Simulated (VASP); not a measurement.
# Co (P6_3/mmc) in VASP: further runs

Co is run at these levels: PBE; tasks: single point.

Everything below comes from runs of VASP 6.6.1. Logs are shortened: lines on timing, memory, paths and dates and some standing lists are left out, and cuts for length are marked.

### 1 The cell of the first run

The structure is hexagonal, space group P6_3/mmc (No. 194). Conventional cell: a = 2.439 Å, b = 2.439 Å, c = 3.958 Å, α = 90.00°, β = 90.00°, γ = 120.00°. Within 3.2 Å of Co (site symmetry -6m2) lie 12 Co at 2.43 to 2.44 Å.

### 2 Single point, PBE, collinear spin, ferromagnetic start (volume scaled by 0.92)

Contents of INCAR:

```
SYSTEM = Co
PREC = Accurate ; ENCUT = 520
EDIFF = 1E-7 ; ISMEAR = -1
SIGMA = 0.08 ; LREAL = .FALSE.
LASPH = .TRUE. ; NELM = 150
ALGO = Normal ; ISIF = 2
LWAVE = .FALSE. ; LCHARG = .FALSE.
ISPIN = 2 ; MAGMOM = 2 2
LORBIT = 11 ; LMAXMIX = 4
GGA = PE ; NBANDS = 20
```

Contents of KPOINTS:

```
regular mesh
0
G
  15 15 8
  0 0 0
```

Contents of POSCAR:

```
Co
1.0
    2.4386692229      0.0000000000      0.0000000000
   -1.2193346114      2.1119494984      0.0000000000
    0.0000000000      0.0000000000      3.9583392638
Co
2
Direct
    0.3333333333      0.6666666667      0.2500000000
    0.6666666667      0.3333333333      0.7500000000
```

Potentials or basis: VASP PAW PBE potentials, release 64 (Co).

The run is started by

```bash
> cat potpaw_PBE.64/Co/POTCAR > POTCAR
> mpirun -np 1 vasp_std > vasp.out
```

OUTCAR:

```text
SYSTEM = Co
   PREC = Accurate
   ENCUT = 520
   EDIFF = 1E-7
   ISMEAR = -1
   LREAL = .FALSE.
   LASPH = .TRUE.
   NELM = 150
   ISIF = 2
   ISPIN = 2
   LORBIT = 11
   GGA = PE

 ion  position               nearest neighbor table
   1  0.333  0.667  0.250-   2 2.43   2 2.43   2 2.43   2 2.43   2 2.43   2 2.43
   2  0.667  0.333  0.750-   1 2.43   1 2.43   1 2.43   1 2.43   1 2.43   1 2.43

  LATTYP: Found a hexagonal cell.
 ALAT       =     2.4386692229
 C/A-ratio  =     1.6231554598

  Lattice vectors:

 A1 = (   2.4386692229,   0.0000000000,   0.0000000000)
 A2 = (  -1.2193346114,   2.1119494984,   0.0000000000)
 A3 = (   0.0000000000,   0.0000000000,   3.9583392638)

Analysis of symmetry for initial positions (statically):
=====================================================================
 Subroutine PRICEL returns:
 Original cell was already a primitive cell.

 Routine SETGRP: Setting up the symmetry group for a
 hexagonal supercell.

 Subroutine GETGRP returns: Found 24 space group operations
 (whereof 12 operations were pure point group operations)
 out of a pool of 24 trial point group operations.

The static configuration has the point symmetry D_3d.
 The point group associated with its full space group is D_6h.

Analysis of symmetry for dynamics (positions and initial velocities):
=====================================================================
 Subroutine PRICEL returns:
 Original cell was already a primitive cell.

 Routine SETGRP: Setting up the symmetry group for a
 hexagonal supercell.

 Subroutine GETGRP returns: Found 24 space group operations
 (whereof 12 operations were pure point group operations)
 out of a pool of 24 trial point group operations.

The dynamic configuration has the point symmetry D_3d.
 The point group associated with its full space group is D_6h.

Analysis of structural, dynamic, and magnetic symmetry:
=====================================================================
 Subroutine PRICEL returns:
 Original cell was already a primitive cell.

 Routine SETGRP: Setting up the symmetry group for a
 hexagonal supercell.

 Subroutine GETGRP returns: Found 24 space group operations
 (whereof 12 operations were pure point group operations)
 out of a pool of 24 trial point group operations.

The overall configuration has the point symmetry D_3d.
 The point group associated with its full space group is D_6h.

 Subroutine INISYM returns: Found 24 space group operations
 (whereof 12 operations are pure point group operations),
 and found     1 'primitive' translations

----------------------------------------------------------------------------------------

                                     Primitive cell

  volume of cell :      20.3868

  direct lattice vectors                    reciprocal lattice vectors
     2.438669223  0.000000000  0.000000000     0.410059712  0.236748085  0.000000000
    -1.219334611  2.111949498  0.000000000     0.000000000  0.473496171  0.000000000
     0.000000000  0.000000000  3.958339264     0.000000000  0.000000000  0.252631200

  length of vectors
     2.438669223  2.438669223  3.958339264     0.473496171  0.473496171  0.252631200

  position of ions in fractional coordinates (direct lattice)
     0.333333333  0.666666667  0.250000000
     0.666666667  0.333333333  0.750000000

  ion indices of the primitive-cell ions
   primitive index   ion index
                 1           1
                 2           2

----------------------------------------------------------------------------------------

 KPOINTS: regular mesh

Automatic generation of k-mesh.
 Grid dimensions read from file:
 generate k-points for:   15   15    8

 Generating k-lattice:

  Cartesian coordinates                     Fractional coordinates (reciprocal lattice)
     0.027337314  0.015783206  0.000000000     0.066666667  0.000000000  0.000000000
     0.000000000  0.031566411  0.000000000     0.000000000  0.066666667  0.000000000
     0.000000000  0.000000000  0.031578900     0.000000000  0.000000000  0.125000000

  Length of vectors
     0.031566411  0.031566411  0.031578900

  Shift w.r.t. Gamma in fractional coordinates (k-lattice)
     0.000000000  0.000000000  0.000000000

 Subroutine IBZKPT returns following result:
 ===========================================

 Found    135 irreducible k-points:

 Following reciprocal coordinates:
            Coordinates               Weight
  0.000000  0.000000  0.000000      1.000000
  0.066667  0.000000  0.000000      6.000000
  0.133333 -0.000000  0.000000      6.000000
  0.200000 -0.000000  0.000000      6.000000
  0.266667 -0.000000  0.000000      6.000000
  0.333333  0.000000  0.000000      6.000000
[... 16 lines left out ...]
  0.333333  0.200000  0.000000     12.000000
  0.400000  0.200000  0.000000      6.000000
 [... further k-points ...]
   k-points           NKPTS =    135   k-points in BZ     NKDIM =    135   number of bands    NBANDS=     20
   number of dos      NEDOS =    301   number of ions     NIONS =      2
   total plane-waves  NPLWV =   9720
   dimension x,y,z NGX =    18 NGY =   18 NGZ =   30
   dimension x,y,z NGXF=    36 NGYF=   36 NGZF=   60
   ions per type =               2
   NGX,Y,Z   is equivalent  to a cutoff of  12.27, 12.27, 12.60 a.u.
   NGXF,Y,Z  is equivalent  to a cutoff of  24.54, 24.54, 25.20 a.u.
 SYSTEM =  Co
   PREC   = accura    normal or accurate (medium, high low for compatibility)
   ISTART =      0    job   : 0-new  1-cont  2-samecut
   ICHARG =      2    charge: 1-file 2-atom 10-const
   ISPIN  =      2    spin polarized calculation?
   LNONCOLLINEAR =      F non collinear calculations
   LSORBIT =      F    spin-orbit coupling
   LASPH  =      T    aspherical Exc in radial PAW
   ENCUT  =  520.0 eV  38.22 Ry    6.18 a.u.   4.53  4.53  7.36*2*pi/ulx,y,z
   NELM   =    150;   NELMIN=  2; NELMDL= -5     # of ELM steps
   EDIFF  = 0.1E-06   stopping-criterion for ELM
   LREAL  =      F    real-space projection
   EDIFFG = 0.1E-05   stopping-criterion for IOM
   NSW    =      0    number of steps for IOM
   IBRION =     -1    ionic relax: 0-MD 1-quasi-New 2-CG
   NFREE  =      0    steps in history (QN), initial steepest desc. (CG)
   ISIF   =      2    stress and relaxation
   ISYM   =      2    0-nonsym 1-usesym 2-fastsym
   POTIM  = 0.5000    time-step for ionic-motion
   TEBEG  =    0.0;   TEEND  =   0.0 temperature during run
   PSTRESS=    0.0 pullay stress
   NELECT =      18.0000    total number of electrons
   NUPDOWN=      -1.0000    fix difference up-down
   EMIN   =  10.00;   EMAX   =-10.00  energy-range for DOS
   EFERMI =   0.00;   METHOD = LEGACY
   ISMEAR =    -1;   SIGMA  =   0.08  broadening in eV -4-tet -1-fermi 0-gaus
   EFERMI_NEDOS =   21; number of points for ismear=-14 and -15
   IALGO  =     38    algorithm
   IMIX   =      4    mixing-type and parameters
     AMIX     =   0.40;   BMIX     =  1.00
     AMIX_MAG =   1.60;   BMIX_MAG =  1.00
  volume/ion in A,a.u.               =      10.19        68.79
  Fermi-wavevector in a.u.,A,eV,Ry     =   1.570541  2.967892 33.560103  2.466598
  Thomas-Fermi vector in A             =   2.672259
   LORBIT       =     11    0 simple, 1 ext, 2 COOP (PROOUT), +10 PAW based schemes
   GGA     = PE    functional components
   LHFCALC =     F    Hartree Fock is set to
   AEXX    =    0.0000 exact exchange contribution
   IVDW    =     0    specifies the selected vdW correction
   LEPSILON=     F    determine dielectric tensor
   LRPA    =     F    only Hartree local field effects (RPA)
 spin polarized calculation
  energy-cutoff  :      520.00
  volume of cell :       20.39
 maximum number of plane-waves:       567
 NGX is ok and might be reduce to    18
   NGX =  9   NGY =  9   NGZ = 15

 number of electron      17.9999974 magnetization       3.1399122

 Free energy of the ion-electron system (eV)
  ---------------------------------------------------
  ext. energy  EPLUGINS =         0.00000000
  ---------------------------------------------------
  free energy    TOTEN  =       -14.03395563 eV

  energy without entropy =      -13.99704678  energy(sigma->0) =      -14.01550121

 E-fermi :  11.1577     XC(G=0): -13.7752

 val. band max:       11.1485119038   @ k =   0.2000   0.0667   0.0000
 cond. band min:      11.1598959589   @ k =   0.1333   0.0667   0.3750
 fundamental gap:      0.0113840551
 Fermi energy:        11.1576789245

 spin component 1

 k-point     1 :       0.0000    0.0000    0.0000
  band No.  band energies     occupation
      1       1.8861      1.00000
      2       5.7349      1.00000
      3       8.4499      1.00000
      4       8.4955      1.00000
      5       8.4955      1.00000
      6       8.8375      1.00000
[... 12 lines left out ...]
     19      38.2393      0.00000
     20      38.2393      0.00000
[... 507 lines left out ...]
 k-point    24 :       0.4000    0.2000    0.0000
  band No.  band energies     occupation
      1       6.5499      1.00000
      2       6.6691      1.00000
      3       6.7167      1.00000
      4       7.7833      1.00000
      5       8.1659      1.00000
      6       8.4096      1.00000
[... 12 lines left out ...]
     19      31.5192      0.00000
     20      41.2454      0.00000

 [... further k-points ...]

 spin component 2

 k-point     1 :       0.0000    0.0000    0.0000
  band No.  band energies     occupation
      1       1.8985      1.00000
      2       6.6547      1.00000
      3      10.0363      1.00000
      4      10.0889      1.00000
      5      10.0889      1.00000
      6      10.4849      0.99978
[... 12 lines left out ...]
     19      38.5441      0.00000
     20      38.5441      0.00000
[... 507 lines left out ...]
 k-point    24 :       0.4000    0.2000    0.0000
  band No.  band energies     occupation
      1       7.6284      1.00000
      2       7.7787      1.00000
      3       7.8238      1.00000
      4       8.6289      1.00000
      5       9.6799      1.00000
      6       9.8502      1.00000
[... 12 lines left out ...]
     19      31.8743      0.00000
     20      41.5605      0.00000

 [... further k-points ...]
[... 5 lines left out ...]
  --------------------------------------------------------------------------------------
  -------------------------------------------------------------------------------------
  Total        1.9812330      1.9812330      1.7436078      0.0000000     -0.0000000      0.0000000
  in kB      155.7028948    155.7028948    137.0281975      0.0000000     -0.0000000      0.0000000
  external PRESSURE =     149.4779957 kB  Pullay stress =       0.0000000 kB

 VOLUME and BASIS-vectors are now :
 -----------------------------------------------------------------------------
  energy-cutoff  :      520.00
  volume of cell :       20.39
      direct lattice vectors                 reciprocal lattice vectors
     2.438669223  0.000000000  0.000000000     0.410059712  0.236748085  0.000000000
    -1.219334611  2.111949498  0.000000000     0.000000000  0.473496171  0.000000000
     0.000000000  0.000000000  3.958339264     0.000000000  0.000000000  0.252631200

 POSITION                                       TOTAL-FORCE (eV/Angst)
 -----------------------------------------------------------------------------------
     -0.00000      1.40797      0.98958        -0.000000      0.000000      0.000000
      1.21933      0.70398      2.96875         0.000000     -0.000000      0.000000
 -----------------------------------------------------------------------------------
    total drift:                                0.000000     -0.000000     -0.000000

  FREE ENERGIE OF THE ION-ELECTRON SYSTEM (eV)
  ---------------------------------------------------
  free  energy   TOTEN  =       -14.0339556274 eV

  energy  without entropy=      -13.9970467828  energy(sigma->0) =      -14.01550121

 total charge

# of ion       s       p       d       tot
------------------------------------------
    1        0.516   0.578   7.308   8.402
    2        0.516   0.578   7.308   8.402
--------------------------------------------------
tot          1.032   1.157  14.616  16.805

 magnetization (x)

# of ion       s       p       d       tot
------------------------------------------
    1       -0.015  -0.054   1.646   1.577
    2       -0.015  -0.054   1.646   1.577
--------------------------------------------------
tot         -0.030  -0.107   3.292   3.154
```

Wall time 46 s (1 thread of Intel Xeon 6975P-C (Granite Rapids), shared host); peak memory 0.19 GiB.

Results:

| Property | Result |
| --- | --- |
| Free energy | -14.0340 eV |
| Pressure | 14.9 GPa |
| Net moment | 3.14 μB per cell |
| Site moments | Co +1.58 μB |
| Valence electrons inside the program's atomic spheres | Co 8.40 |

Levels at points of the mesh, in eV from the Fermi level:
Spin up:
| k point | band 7 | band 8 | band 9 | band 10 | band 11 | band 12 | band 13 | band 14 | band 15 | band 16 |
| --- | --- | --- | --- | --- | --- | --- | --- | --- | --- | --- |
| (0.00, 0.00, 0.00) | -2.32 | -1.92 | -1.92 | -0.73 | -0.73 | -0.14 | 6.89 | 22.56 | 25.81 | 25.81 |
| (0.00, 0.00, 0.50) | -2.73 | -2.73 | -1.07 | -1.07 | -1.07 | -1.07 | 15.67 | 15.67 | 23.33 | 23.33 |
Spin down:
| k point | band 5 | band 6 | band 7 | band 8 | band 9 | band 10 |
| --- | --- | --- | --- | --- | --- | --- |
| (0.00, 0.00, 0.00) | -1.07 | -0.67 | -0.67 | -0.20 | -0.20 | -0.18 |
| (0.00, 0.00, 0.50) | -1.13 | -1.13 | -1.13 | -1.13 | 0.75 | 0.75 |

(Continued in part 2 of 2.)
